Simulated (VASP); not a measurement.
# BaZrO3 (Pm-3m) in VASP: notebook, part 2 of 2

VASP 6.6.1. Earlier steps stand in the parts before.

## Step 5: Single point, PBEsol+U

This run uses another cell than the first one, of 14.90 Å³/atom, 1.011 times its volume.

Contents of INCAR:

```
SYSTEM = BaZrO3
ALGO = Normal ; EDIFF = 1E-6
ENCUT = 520 ; GGA = PS
ISIF = 2 ; ISMEAR = -1
LASPH = .TRUE. ; LCHARG = .FALSE.
LDAU = .TRUE. ; LDAUJ = 0 0 0
LDAUL = -1 2 -1 ; LDAUPRINT = 1
LDAUTYPE = 2 ; LDAUU = 0 6 0
LMAXMIX = 4 ; LREAL = .FALSE.
LWAVE = .FALSE. ; NBANDS = 28
NELM = 150 ; PREC = Accurate
SIGMA = 0.05
```

Contents of KPOINTS:

```
k-points
0
G
  6 6 6
  0 0 0
```

Contents of POSCAR:

```
BaZrO3
1.0
    4.2080107174      0.0000000000      0.0000000000
    0.0000000000      4.2080107174      0.0000000000
    0.0000000000      0.0000000000      4.2080107174
Ba Zr O
1 1 3
Direct
    0.0000000000      0.0000000000      0.0000000000
    0.5000000000      0.5000000000      0.5000000000
    0.5000000000      0.5000000000      0.0000000000
    0.5000000000      0.0000000000      0.5000000000
    0.0000000000      0.5000000000      0.5000000000
```

Potentials or basis: VASP PAW PBE potentials, release 64 (Ba_sv, Zr_sv, O).

Run with:

```console
> cat potpaw_PBE.64/Ba_sv/POTCAR potpaw_PBE.64/Zr_sv/POTCAR potpaw_PBE.64/O/POTCAR > POTCAR
> mpirun -np 1 vasp_std > vasp.out
```

OUTCAR:

```text
SYSTEM = BaZrO3
   EDIFF = 1E-6
   ENCUT = 520
   GGA = PS
   ISIF = 2
   ISMEAR = -1
   LASPH = .TRUE.
   LREAL = .FALSE.
   NELM = 150
   PREC = Accurate

 ion  position               nearest neighbor table
   1  0.000  0.000  0.000-   3 2.98   4 2.98   5 2.98   4 2.98   5 2.98   3 2.98   5 2.98   5 2.98
                             3 2.98   4 2.98   4 2.98   3 2.98   2 3.64   2 3.64   2 3.64   2 3.64
   2  0.500  0.500  0.500-   3 2.10   4 2.10   5 2.10   3 2.10   4 2.10   5 2.10   1 3.64   1 3.64
                             1 3.64   1 3.64   1 3.64   1 3.64   1 3.64   1 3.64
[... 857 lines left out ...]
  -------------------------------------------------------------------------------------
  Total        1.8878764      1.8878764      1.8878764     -0.0000000     -0.0000000     -0.0000000
  in kB       40.5932322     40.5932322     40.5932322     -0.0000000     -0.0000000     -0.0000000
  external PRESSURE =      40.5932322 kB  Pullay stress =       0.0000000 kB

 VOLUME and BASIS-vectors are now :
 -----------------------------------------------------------------------------
  energy-cutoff  :      520.00
  volume of cell :       74.51
      direct lattice vectors                 reciprocal lattice vectors
     4.208010717  0.000000000  0.000000000     0.237641980  0.000000000  0.000000000
     0.000000000  4.208010717  0.000000000     0.000000000  0.237641980  0.000000000
     0.000000000  0.000000000  4.208010717     0.000000000  0.000000000  0.237641980

 POSITION                                       TOTAL-FORCE (eV/Angst)
 -----------------------------------------------------------------------------------
      0.00000      0.00000      0.00000         0.000000      0.000000      0.000000
      2.10401      2.10401      2.10401         0.000000      0.000000      0.000000
      2.10401      2.10401      0.00000         0.000000      0.000000      0.000000
      2.10401      0.00000      2.10401         0.000000      0.000000      0.000000
      0.00000      2.10401      2.10401         0.000000      0.000000      0.000000
 -----------------------------------------------------------------------------------
    total drift:                                0.000000     -0.000000     -0.000000

  FREE ENERGIE OF THE ION-ELECTRON SYSTEM (eV)
  ---------------------------------------------------
  free  energy   TOTEN  =       -40.2706156911 eV

  energy  without entropy=      -40.2706156911  energy(sigma->0) =      -40.27061569
```

OSZICAR:

```text
N       E                     dE             d eps       ncg     rms          rms(c)
DAV:   1     0.306773479837E+03    0.30677E+03   -0.21725E+04  1120   0.140E+03
DAV:   2    -0.280724613932E+02   -0.33485E+03   -0.32652E+03  1412   0.350E+02
DAV:   3    -0.475170846844E+02   -0.19445E+02   -0.19373E+02  1776   0.789E+01
DAV:   4    -0.480424940184E+02   -0.52541E+00   -0.52458E+00  1528   0.104E+01
DAV:   5    -0.480529020153E+02   -0.10408E-01   -0.10407E-01  1580   0.114E+00    0.262E+01
DAV:   6    -0.404511061726E+02    0.76018E+01   -0.35346E+01  1336   0.375E+01    0.116E+01
DAV:   7    -0.403252195638E+02    0.12589E+00   -0.26926E+00  1616   0.870E+00    0.601E+00
DAV:   8    -0.402681486450E+02    0.57071E-01   -0.36781E-01  1416   0.424E+00    0.954E-01
DAV:   9    -0.402697294818E+02   -0.15808E-02   -0.72878E-02  1516   0.134E+00    0.611E-01
DAV:  10    -0.402708851810E+02   -0.11557E-02   -0.18857E-02  1396   0.101E+00    0.288E-01
DAV:  11    -0.402706115405E+02    0.27364E-03   -0.20033E-03  1364   0.327E-01    0.407E-02
DAV:  12    -0.402706155995E+02   -0.40590E-05   -0.11858E-04  1544   0.720E-02    0.128E-02
DAV:  13    -0.402706156911E+02   -0.91541E-07   -0.54331E-06  1464   0.158E-02
   1 F= -.40270616E+02 E0= -.40270616E+02  d E =-.212347E-11
```

Wall time 21 s (1 thread of Intel Xeon 6975P-C (Granite Rapids), shared host); peak memory 0.19 GiB.

Results:

```yaml
Free_energy: -40.2706 eV
Pressure: 4.1 GPa
Band_gap_on_the_k_mesh: 3.93 eV, indirect (least direct gap 4.25 eV)
```

Eigenvalues of the final occupation matrices:
```
    site  spin  trace               eigenvalues
site 2 d     1   0.60  0.07 0.07 0.07 0.19 0.19
site 2 d     2   0.60  0.07 0.07 0.07 0.19 0.19
```

Caveat: the PAW data sets were made with another functional, which shifts forces and pressure a little; spin-orbit coupling is left out, which moves the levels of the heavy elements. A k mesh can miss the band edges.

## Step 6: Single point, PBE

This run uses another cell than the first one, of 15.02 Å³/atom, 1.019 times its volume.

Contents of INCAR:

```
  PREC = Accurate
  ENCUT = 910
  EDIFF = 1E-6
  ISMEAR = -1
  SIGMA = 0.05
  LREAL = False
  LASPH = True
  NELM = 120
  ALGO = Normal
  ISIF = 2
  LWAVE = False
  LCHARG = False
  GGA = PE
  NBANDS = 28
  GGA_COMPAT = False
```

Contents of KPOINTS:

```
Automatic mesh
0
Gamma
  6 6 6
```

POSCAR: that of step 5 with these lines changed.

```diff
@@ -2,5 +2,5 @@
 1.0
-    4.2080107174      0.0000000000      0.0000000000
-    0.0000000000      4.2080107174      0.0000000000
-    0.0000000000      0.0000000000      4.2080107174
+    4.2190980275      0.0000000000      0.0000000000
+    0.0000000000      4.2190980275      0.0000000000
+    0.0000000000      0.0000000000      4.2190980275
 Ba Zr O
```

Potentials or basis: VASP PAW PBE potentials, release 64 (Ba_sv, Zr_sv, O_h).

Run with:

```console
> cat potpaw_PBE.64/Ba_sv/POTCAR potpaw_PBE.64/Zr_sv/POTCAR potpaw_PBE.64/O_h/POTCAR > POTCAR
> mpirun -np 1 vasp_std > vasp.out
```

OUTCAR:

```text
PREC = Accurate
   ENCUT = 910
   EDIFF = 1E-6
   ISMEAR = -1
   LREAL = False
   LASPH = True
   NELM = 120
   ISIF = 2
   GGA = PE

 ion  position               nearest neighbor table
   1  0.000  0.000  0.000-   3 2.98   4 2.98   5 2.98   4 2.98   5 2.98   3 2.98   5 2.98   5 2.98
                             3 2.98   4 2.98   4 2.98   3 2.98   2 3.65   2 3.65   2 3.65   2 3.65
   2  0.500  0.500  0.500-   3 2.11   4 2.11   5 2.11   3 2.11   4 2.11   5 2.11   1 3.65   1 3.65
                             1 3.65   1 3.65   1 3.65   1 3.65   1 3.65   1 3.65
   3  0.500  0.500  0.000-   2 2.11   2 2.11   1 2.98   1 2.98   1 2.98   1 2.98
   4  0.500  0.000  0.500-   2 2.11   2 2.11   1 2.98   1 2.98   1 2.98   1 2.98
   5  0.000  0.500  0.500-   2 2.11   2 2.11   1 2.98   1 2.98   1 2.98   1 2.98

  LATTYP: Found a simple cubic cell.
 ALAT       =     4.2190980275

  Lattice vectors:

 A1 = (   4.2190980275,   0.0000000000,   0.0000000000)
 A2 = (   0.0000000000,   4.2190980275,   0.0000000000)
 A3 = (   0.0000000000,   0.0000000000,   4.2190980275)

Analysis of symmetry for initial positions (statically):
=====================================================================
 Subroutine PRICEL returns:
 Original cell was already a primitive cell.

 Routine SETGRP: Setting up the symmetry group for a
 simple cubic supercell.

 Subroutine GETGRP returns: Found 48 space group operations
[... 9 lines left out ...]

 Routine SETGRP: Setting up the symmetry group for a
 simple cubic supercell.

 Subroutine GETGRP returns: Found 48 space group operations
[... 11 lines left out ...]
                                     Primitive cell

  volume of cell :      75.1033

  direct lattice vectors                    reciprocal lattice vectors
     4.219098028  0.000000000  0.000000000     0.237017484  0.000000000  0.000000000
     0.000000000  4.219098028  0.000000000     0.000000000  0.237017484  0.000000000
     0.000000000  0.000000000  4.219098028     0.000000000  0.000000000  0.237017484

  length of vectors
[... 102 lines left out ...]
     AMIX     =   0.40;   BMIX     =  1.00
     AMIX_MAG =   1.60;   BMIX_MAG =  1.00
  volume/ion in A,a.u.               =      15.02       101.36
  Fermi-wavevector in a.u.,A,eV,Ry     =   1.327013  2.507691 23.959367  1.760964
  Thomas-Fermi vector in A             =   2.456357
   LORBIT       =      0    0 simple, 1 ext, 2 COOP (PROOUT), +10 PAW based schemes
   GGA     = PE    functional components
   LHFCALC =     F    Hartree Fock is set to
   AEXX    =    0.0000 exact exchange contribution
   IVDW    =     0    specifies the selected vdW correction
   LEPSILON=     F    determine dielectric tensor
   LRPA    =     F    only Hartree local field effects (RPA)
 non-spin polarized calculation
  energy-cutoff  :      910.00
  volume of cell :       75.10
 maximum number of plane-waves:      4709
 NGX is ok and might be reduce to    42
   NGX = 21   NGY = 21   NGZ = 21

 number of electron      40.0000009 magnetization

 Free energy of the ion-electron system (eV)
  ---------------------------------------------------
  ext. energy  EPLUGINS =         0.00000000
  ---------------------------------------------------
  free energy    TOTEN  =       -41.74122812 eV

  energy without entropy =      -41.74122812  energy(sigma->0) =      -41.74122812

 E-fermi :   5.1762     XC(G=0): -10.6745

 val. band max:        3.9524902927   @ k =   0.5000   0.5000   0.5000
 cond. band min:       7.1030113916   @ k =   0.0000   0.0000   0.0000
 fundamental gap:      3.1505210989
 Fermi energy:         5.1761825475

 k-point     1 :       0.0000    0.0000    0.0000
  band No.  band energies     occupation
      1     -43.1868      2.00000
      2     -21.4201      2.00000
      3     -21.3217      2.00000
      4     -21.3217      2.00000
      5     -21.3217      2.00000
      6     -12.3814      2.00000
[... 609 lines left out ...]
     27      12.9696      0.00000
     28      12.9696      0.00000

------------------------ aborting loop because EDIFF is reached ----------------------------------------

  FORCE on cell =-STRESS in cart. coord.  units (eV):
  Direction    XX          YY          ZZ          XY          YZ          ZX
  --------------------------------------------------------------------------------------
  -------------------------------------------------------------------------------------
  Total        0.7487746      0.7487746      0.7487746      0.0000000     -0.0000000     -0.0000000
  in kB       15.9736020     15.9736020     15.9736020      0.0000000     -0.0000000     -0.0000000
  external PRESSURE =      15.9736020 kB  Pullay stress =       0.0000000 kB

 VOLUME and BASIS-vectors are now :
 -----------------------------------------------------------------------------
  energy-cutoff  :      910.00
  volume of cell :       75.10
      direct lattice vectors                 reciprocal lattice vectors
     4.219098028  0.000000000  0.000000000     0.237017484  0.000000000  0.000000000
     0.000000000  4.219098028  0.000000000     0.000000000  0.237017484  0.000000000
     0.000000000  0.000000000  4.219098028     0.000000000  0.000000000  0.237017484

 POSITION                                       TOTAL-FORCE (eV/Angst)
 -----------------------------------------------------------------------------------
      0.00000      0.00000      0.00000         0.000000      0.000000      0.000000
      2.10955      2.10955      2.10955         0.000000      0.000000      0.000000
      2.10955      2.10955      0.00000         0.000000      0.000000      0.000000
      2.10955      0.00000      2.10955         0.000000      0.000000      0.000000
      0.00000      2.10955      2.10955         0.000000      0.000000      0.000000
 -----------------------------------------------------------------------------------
    total drift:                                0.000000     -0.000000     -0.000000

  FREE ENERGIE OF THE ION-ELECTRON SYSTEM (eV)
  ---------------------------------------------------
  free  energy   TOTEN  =       -41.7412281229 eV

  energy  without entropy=      -41.7412281229  energy(sigma->0) =      -41.74122812
```

Run time: 2 min. Hardware: 1 thread of Intel Xeon Platinum 8259CL at 2.50GHz (Skylake/Cascade Lake), shared host; peak memory 0.31 GiB.

Results:

- Free energy: -41.7412 eV
- Pressure: 1.6 GPa
- Band gap on the k mesh: 3.15 eV, indirect (least direct gap 3.39 eV)

Caveat: the cutoff is under 1.25 times the usual one of these potentials, so pressure, stress and relaxed cells hold a basis-set (Pulay) error; spin-orbit coupling is left out, which moves the levels of the heavy elements.

## Step 7: The runs side by side

```tsv
level	potentials or basis	U	cell	cutoff (eV)	second run	gap on the mesh (eV)	pressure (GPa)
PBEsol+U	VASP PAW PBE potentials, release 64 (Ba_sv, Zr_sv, O)	Zr d U = 3.0 eV	a = 4.193 Å, 5 atoms	520	-	3.53	2.8
PBEsol+U	VASP PAW PBE potentials, release 64 (Ba_sv, Zr_sv, O)	Zr d U = 4.0 eV	a = 4.197 Å, 5 atoms	520	-	3.66	3.3
PBEsol+U	VASP PAW PBE potentials, release 64 (Ba_sv, Zr_sv, O)	Zr d U = 5.0 eV	a = 4.202 Å, 5 atoms	520	-	3.80	3.7
PBEsol+U	VASP PAW PBE potentials, release 64 (Ba_sv, Zr_sv, O)	Zr d U = 6.0 eV	a = 4.208 Å, 5 atoms	520	-	3.93	4.1
PBE	VASP PAW PBE potentials, release 64 (Ba_sv, Zr_sv, O_h)	-	a = 4.219 Å, 5 atoms	910	hard_potentials	3.15	1.6
```

Alike in all rows: task single point; no spin polarisation; k mesh 6 × 6 × 6; smearing fermi-dirac 0.05 eV.

Caveats: spin-orbit coupling is left out, which moves the levels of the heavy elements; the PAW data sets were made with another functional, which shifts forces and pressure a little (some runs); the cutoff is under 1.25 times the usual one of these potentials, so pressure, stress and relaxed cells hold a basis-set (Pulay) error (some runs).

Total energies depend on the potentials used, so only differences within one code and one set of settings carry meaning.
